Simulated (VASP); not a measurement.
# CdInS2 (P-3m1) in VASP: notebook

CdInS2 is run at these levels: PBE; tasks: single point.

All numbers are computed with VASP 6.6.1; they aren't measurements. Logs are shortened: lines on timing, memory, paths and dates and some standing lists are left out, and cuts for length are marked.

## 1. The cell of the first run

Symmetry: P-3m1, No. 164, trigonal system. Conventional cell: a = 3.808 Å, b = 3.808 Å, c = 7.036 Å, α = 90.00°, β = 90.00°, γ = 120.00°. Cd (site symmetry -3m) has 6 S at 2.89 Å and 2 In at 3.52 Å and 6 Cd at 3.81 Å within 3.9 Å. Within 3.6 Å of In (site symmetry -3m) lie 6 S at 2.74 Å and 2 Cd at 3.52 Å. Within 3.6 Å of S (site symmetry 3m) lie 3 In at 2.74 Å and 3 Cd at 2.89 Å.

## 2. Single point, PBE

INCAR

```
ALGO = Normal
EDIFF = 1E-7
ENCUT = 520
GGA = PE
ISIF = 2
ISMEAR = 0
LASPH = T
LCHARG = T
LELF = T
LREAL = F
LVHAR = T
LWAVE = F
NBANDS = 26
NELM = 100
PREC = Accurate
SIGMA = 0.15
```

KPOINTS

```
k-points
0
Gamma
  12 12 6
```

POSCAR

```
CdInS2
1.0
    3.8084606644      0.0000000000      0.0000000000
   -1.9042303322      3.2982236847      0.0000000000
    0.0000000000      0.0000000000      7.0361310776
Cd In S
1 1 2
Direct
    0.0000000000      0.0000000000      0.0000000000
    0.0000000000      0.0000000000      0.5000000000
    0.6666666667      0.3333333333      0.7334099066
    0.3333333333      0.6666666667      0.2665900934
```

Potentials or basis: VASP PAW PBE potentials, release 64 (Cd, In_d, S).

Run with:

```sh
$ cat potpaw_PBE.64/Cd/POTCAR potpaw_PBE.64/In_d/POTCAR potpaw_PBE.64/S/POTCAR > POTCAR
$ mpirun -np 1 vasp_std > vasp.out
```

OUTCAR:

```text
EDIFF = 1E-7
   ENCUT = 520
   GGA = PE
   ISIF = 2
   ISMEAR = 0
   LASPH = T
   LREAL = F
   NELM = 100
   PREC = Accurate

 ion  position               nearest neighbor table
   1  0.000  0.000  0.000-   3 2.89   4 2.89   3 2.89   4 2.89   3 2.89   4 2.89   2 3.52   2 3.52

   2  0.000  0.000  0.500-   3 2.74   4 2.74   3 2.74   4 2.74   3 2.74   4 2.74   1 3.52   1 3.52

   3  0.667  0.333  0.733-   2 2.74   2 2.74   2 2.74   1 2.89   1 2.89   1 2.89
   4  0.333  0.667  0.267-   2 2.74   2 2.74   2 2.74   1 2.89   1 2.89   1 2.89

  LATTYP: Found a hexagonal cell.
 ALAT       =     3.8084606644
 C/A-ratio  =     1.8475000000

  Lattice vectors:

 A1 = (   3.8084606644,   0.0000000000,   0.0000000000)
 A2 = (  -1.9042303322,   3.2982236847,   0.0000000000)
 A3 = (   0.0000000000,   0.0000000000,   7.0361310776)

Analysis of symmetry for initial positions (statically):
=====================================================================
 Subroutine PRICEL returns:
 Original cell was already a primitive cell.

 Routine SETGRP: Setting up the symmetry group for a
 hexagonal supercell.

 Subroutine GETGRP returns: Found 12 space group operations
 (whereof 12 operations were pure point group operations)
 out of a pool of 24 trial point group operations.

The static configuration has the point symmetry D_3d.

Analysis of symmetry for dynamics (positions and initial velocities):
=====================================================================
 Subroutine PRICEL returns:
 Original cell was already a primitive cell.

 Routine SETGRP: Setting up the symmetry group for a
 hexagonal supercell.

 Subroutine GETGRP returns: Found 12 space group operations
 (whereof 12 operations were pure point group operations)
 out of a pool of 24 trial point group operations.

The dynamic configuration has the point symmetry D_3d.

 Subroutine INISYM returns: Found 12 space group operations
 (whereof 12 operations are pure point group operations),
 and found     1 'primitive' translations

----------------------------------------------------------------------------------------

                                     Primitive cell

  volume of cell :      88.3819

  direct lattice vectors                    reciprocal lattice vectors
     3.808460664  0.000000000  0.000000000     0.262573278  0.151596753  0.000000000
    -1.904230332  3.298223685  0.000000000     0.000000000  0.303193505  0.000000000
     0.000000000  0.000000000  7.036131078     0.000000000  0.000000000  0.142123560

  length of vectors
     3.808460664  3.808460664  7.036131078     0.303193505  0.303193505  0.142123560

  position of ions in fractional coordinates (direct lattice)
     0.000000000  0.000000000  0.000000000
     0.000000000  0.000000000  0.500000000
     0.666666667  0.333333333  0.733409907
     0.333333333  0.666666667  0.266590093

  ion indices of the primitive-cell ions
   primitive index   ion index
                 1           1
                 2           2
                 3           3
                 4           4

----------------------------------------------------------------------------------------

 KPOINTS: k-points

Automatic generation of k-mesh.
 Grid dimensions read from file:
 generate k-points for:   12   12    6

 Generating k-lattice:

  Cartesian coordinates                     Fractional coordinates (reciprocal lattice)
     0.021881106  0.012633063  0.000000000     0.083333333  0.000000000  0.000000000
     0.000000000  0.025266125  0.000000000     0.000000000  0.083333333  0.000000000
     0.000000000  0.000000000  0.023687260     0.000000000  0.000000000  0.166666667

  Length of vectors
     0.025266125  0.025266125  0.023687260

  Shift w.r.t. Gamma in fractional coordinates (k-lattice)
     0.000000000  0.000000000  0.000000000

 Subroutine IBZKPT returns following result:
 ===========================================

 Found    100 irreducible k-points:

 Following reciprocal coordinates:
            Coordinates               Weight
  0.000000  0.000000  0.000000      1.000000
  0.083333 -0.000000  0.000000      6.000000
  0.166667 -0.000000  0.000000      6.000000
  0.250000  0.000000  0.000000      6.000000
  0.333333  0.000000  0.000000      6.000000
  0.416667  0.000000  0.000000      6.000000
[... 16 lines left out ...]
  0.166667 -0.000000  0.166667      6.000000
  0.000000  0.166667  0.166667      6.000000
 [... further k-points ...]
   k-points           NKPTS =    100   k-points in BZ     NKDIM =    100   number of bands    NBANDS=     26
   number of dos      NEDOS =    301   number of ions     NIONS =      4
   total plane-waves  NPLWV =  42336
   dimension x,y,z NGX =    28 NGY =   28 NGZ =   54
   dimension x,y,z NGXF=    56 NGYF=   56 NGZF=  108
   ions per type =               1   1   2
   NGX,Y,Z   is equivalent  to a cutoff of  12.22, 12.22, 12.76 a.u.
   NGXF,Y,Z  is equivalent  to a cutoff of  24.44, 24.44, 25.52 a.u.
 SYSTEM =  unknown system
   PREC   = accura    normal or accurate (medium, high low for compatibility)
   ISTART =      0    job   : 0-new  1-cont  2-samecut
   ICHARG =      2    charge: 1-file 2-atom 10-const
   ISPIN  =      1    spin polarized calculation?
   LNONCOLLINEAR =      F non collinear calculations
   LSORBIT =      F    spin-orbit coupling
   LASPH  =      T    aspherical Exc in radial PAW
   ENCUT  =  520.0 eV  38.22 Ry    6.18 a.u.   7.08  7.08 13.08*2*pi/ulx,y,z
   NELM   =    100;   NELMIN=  2; NELMDL= -5     # of ELM steps
   EDIFF  = 0.1E-06   stopping-criterion for ELM
   LREAL  =      F    real-space projection
   EDIFFG = 0.1E-05   stopping-criterion for IOM
   NSW    =      0    number of steps for IOM
   IBRION =     -1    ionic relax: 0-MD 1-quasi-New 2-CG
   NFREE  =      0    steps in history (QN), initial steepest desc. (CG)
   ISIF   =      2    stress and relaxation
   ISYM   =      2    0-nonsym 1-usesym 2-fastsym
   POTIM  = 0.5000    time-step for ionic-motion
   TEBEG  =    0.0;   TEEND  =   0.0 temperature during run
   PSTRESS=    0.0 pullay stress
   NELECT =      37.0000    total number of electrons
   NUPDOWN=      -1.0000    fix difference up-down
   EMIN   =  10.00;   EMAX   =-10.00  energy-range for DOS
   EFERMI =   0.00;   METHOD = LEGACY
   ISMEAR =     0;   SIGMA  =   0.15  broadening in eV -4-tet -1-fermi 0-gaus
   EFERMI_NEDOS =   21; number of points for ismear=-14 and -15
   IALGO  =     38    algorithm
   IMIX   =      4    mixing-type and parameters
     AMIX     =   0.40;   BMIX     =  1.00
     AMIX_MAG =   1.60;   BMIX_MAG =  1.00
  volume/ion in A,a.u.               =      22.10       149.11
  Fermi-wavevector in a.u.,A,eV,Ry     =   1.224675  2.314300 20.406415  1.499829
  Thomas-Fermi vector in A             =   2.359741
   LORBIT       =      0    0 simple, 1 ext, 2 COOP (PROOUT), +10 PAW based schemes
   GGA     = PE    functional components
   LHFCALC =     F    Hartree Fock is set to
   AEXX    =    0.0000 exact exchange contribution
   IVDW    =     0    specifies the selected vdW correction
   LEPSILON=     F    determine dielectric tensor
   LRPA    =     F    only Hartree local field effects (RPA)
 non-spin polarized calculation
 Gauss-broadening in eV      SIGMA  =   0.15
  energy-cutoff  :      520.00
  volume of cell :       88.38
 maximum number of plane-waves:      2409
   NGX = 15   NGY = 15   NGZ = 27

 number of electron      37.0000012 magnetization

 Free energy of the ion-electron system (eV)
  ---------------------------------------------------
  ext. energy  EPLUGINS =         0.00000000
  ---------------------------------------------------
  free energy    TOTEN  =       -12.97928503 eV

  energy without entropy =      -12.96482215  energy(sigma->0) =      -12.97205359

 E-fermi :   5.3707     XC(G=0): -10.0702

 val. band max:        5.3519749237   @ k =   0.2500   0.1667   0.0000
 cond. band min:       5.3725432326   @ k =   0.3333   0.0000   0.3333
 fundamental gap:      0.0205683089
 Fermi energy:         5.3706984659

 k-point     1 :       0.0000    0.0000    0.0000
  band No.  band energies     occupation
      1      -9.5093      2.00000
      2      -9.5093      2.00000
      3      -9.4815      2.00000
      4      -9.4132      2.00000
      5      -9.4132      2.00000
      6      -8.8100      2.00000
[... 18 lines left out ...]
     25      12.6603      0.00000
     26      12.6603      0.00000

 k-point     2 :       0.0833   -0.0000    0.0000
  band No.  band energies     occupation
      1      -9.5352      2.00000
      2      -9.5031      2.00000
      3      -9.4767      2.00000
      4      -9.4238      2.00000
      5      -9.4132      2.00000
      6      -8.7540      2.00000
[... 18 lines left out ...]
     25      12.2598      0.00000
     26      12.3077      0.00000

 k-point     3 :       0.1667   -0.0000    0.0000
  band No.  band energies     occupation
      1      -9.6105      2.00000
      2      -9.4881      2.00000
      3      -9.4659      2.00000
      4      -9.4372      2.00000
      5      -9.4111      2.00000
      6      -8.5892      2.00000
[... 18 lines left out ...]
     25      11.7488      0.00000
     26      11.8940      0.00000

 k-point     4 :       0.2500    0.0000    0.0000
  band No.  band energies     occupation
      1      -9.7060      2.00000
      2      -9.4740      2.00000
      3      -9.4656      2.00000
      4      -9.4325      2.00000
      5      -9.4015      2.00000
      6      -8.3348      2.00000
[... 18 lines left out ...]
     25      11.2341      0.00000
     26      12.3264      0.00000

 k-point     5 :       0.3333    0.0000    0.0000
  band No.  band energies     occupation
      1      -9.7904      2.00000
      2      -9.4752      2.00000
      3      -9.4685      2.00000
      4      -9.4158      2.00000
      5      -9.3830      2.00000
      6      -8.0349      2.00000
[... 18 lines left out ...]
     25      11.3613      0.00000
     26      13.0595      0.00000

 k-point     6 :       0.4167    0.0000    0.0000
  band No.  band energies     occupation
      1      -9.8463      2.00000
      2      -9.4831      2.00000
      3      -9.4683      2.00000
      4      -9.4024      2.00000
      5      -9.3654      2.00000
      6      -7.7688      2.00000
[... 427 lines left out ...]
 k-point    21 :       0.0833   -0.0000    0.1667
  band No.  band energies     occupation
      1      -9.5360      2.00000
      2      -9.5031      2.00000
      3      -9.4760      2.00000
      4      -9.4240      2.00000
      5      -9.4132      2.00000
      6      -8.7165      2.00000
[... 18 lines left out ...]
     25      11.9438      0.00000
     26      12.1292      0.00000

 k-point    22 :       0.0000    0.0833    0.1667
  band No.  band energies     occupation
      1      -9.5355      2.00000
      2      -9.5031      2.00000
      3      -9.4758      2.00000
      4      -9.4240      2.00000
      5      -9.4131      2.00000
      6      -8.7192      2.00000
[... 18 lines left out ...]
     25      11.7685      0.00000
     26      12.2026      0.00000

 k-point    23 :       0.1667   -0.0000    0.1667
  band No.  band energies     occupation
      1      -9.6132      2.00000
      2      -9.4880      2.00000
      3      -9.4656      2.00000
      4      -9.4370      2.00000
      5      -9.4111      2.00000
      6      -8.5487      2.00000
[... 18 lines left out ...]
     25      11.6522      0.00000
     26      11.7237      0.00000

 k-point    24 :       0.0000    0.1667    0.1667
  band No.  band energies     occupation
      1      -9.6105      2.00000
      2      -9.4880      2.00000
      3      -9.4647      2.00000
      4      -9.4375      2.00000
      5      -9.4111      2.00000
      6      -8.5639      2.00000
[... 18 lines left out ...]
     25      11.4091      0.00000
     26      12.0827      0.00000

 [... further k-points ...]

------------------------ aborting loop because EDIFF is reached ----------------------------------------

  FORCE on cell =-STRESS in cart. coord.  units (eV):
  Direction    XX          YY          ZZ          XY          YZ          ZX
  --------------------------------------------------------------------------------------
  -------------------------------------------------------------------------------------
  Total        0.5072776      0.5072776     -1.1733365      0.0000000     -0.0000000     -0.0000000
  in kB        9.1958694      9.1958694    -21.2701060      0.0000000     -0.0000000     -0.0000000
  external PRESSURE =      -0.9594558 kB  Pullay stress =       0.0000000 kB

 VOLUME and BASIS-vectors are now :
 -----------------------------------------------------------------------------
  energy-cutoff  :      520.00
  volume of cell :       88.38
      direct lattice vectors                 reciprocal lattice vectors
     3.808460664  0.000000000  0.000000000     0.262573278  0.151596753  0.000000000
    -1.904230332  3.298223685  0.000000000     0.000000000  0.303193505  0.000000000
     0.000000000  0.000000000  7.036131078     0.000000000  0.000000000  0.142123560

 POSITION                                       TOTAL-FORCE (eV/Angst)
 -----------------------------------------------------------------------------------
      0.00000      0.00000      0.00000         0.000000      0.000000      0.000000
      0.00000      0.00000      3.51807         0.000000      0.000000      0.000000
      1.90423      1.09941      5.16037        -0.000000      0.000000      0.435667
     -0.00000      2.19882      1.87576         0.000000      0.000000     -0.435667
 -----------------------------------------------------------------------------------
    total drift:                               -0.000000      0.000000      0.000000

  FREE ENERGIE OF THE ION-ELECTRON SYSTEM (eV)
  ---------------------------------------------------
  free  energy   TOTEN  =       -12.9792850295 eV

  energy  without entropy=      -12.9648221491  energy(sigma->0) =      -12.97205359
```

Wall time 4.7 min (1 thread of Intel Xeon 8259CL, shared host); peak memory 0.36 GiB.

What came out:

- Free energy: -12.9793 eV
- Pressure: -0.1 GPa
- Largest force: 0.436 eV/Å
- Band gap on the k mesh: zero (an odd number of electrons rules out a gap without spin polarisation)

Forces in eV/Å, atoms in the order of the input:
```
Cd   0.000  0.000  0.000
In   0.000  0.000  0.000
S    0.000  0.000  0.436
S    0.000  0.000 -0.436
```

Levels at points of the mesh, in eV from the Fermi level:
| k point | band 14 | band 15 | band 16 | band 17 | band 18 | band 19 | band 20 | band 21 | band 22 | band 23 |
| --- | --- | --- | --- | --- | --- | --- | --- | --- | --- | --- |
| (0.00, 0.00, 0.00) | -2.94 | -2.09 | -2.09 | -1.99 | -1.66 | -1.66 | 2.01 | 3.84 | 4.90 | 4.90 |
| (0.50, 0.00, 0.00) | -5.35 | -4.54 | -3.51 | -3.33 | -1.87 | -0.14 | 1.70 | 1.77 | 3.91 | 3.98 |
| (0.00, 0.00, 0.50) | -5.23 | -1.88 | -1.88 | -1.85 | -1.85 | 0.63 | 0.96 | 3.80 | 4.93 | 4.93 |
| (0.50, 0.00, 0.50) | -5.82 | -3.27 | -3.17 | -2.92 | -2.44 | -0.62 | -0.15 | 3.68 | 3.81 | 4.82 |

Caveat: spin-orbit coupling is left out, which moves the levels of the heavy elements.

(Part 1 of 3 ends here.)
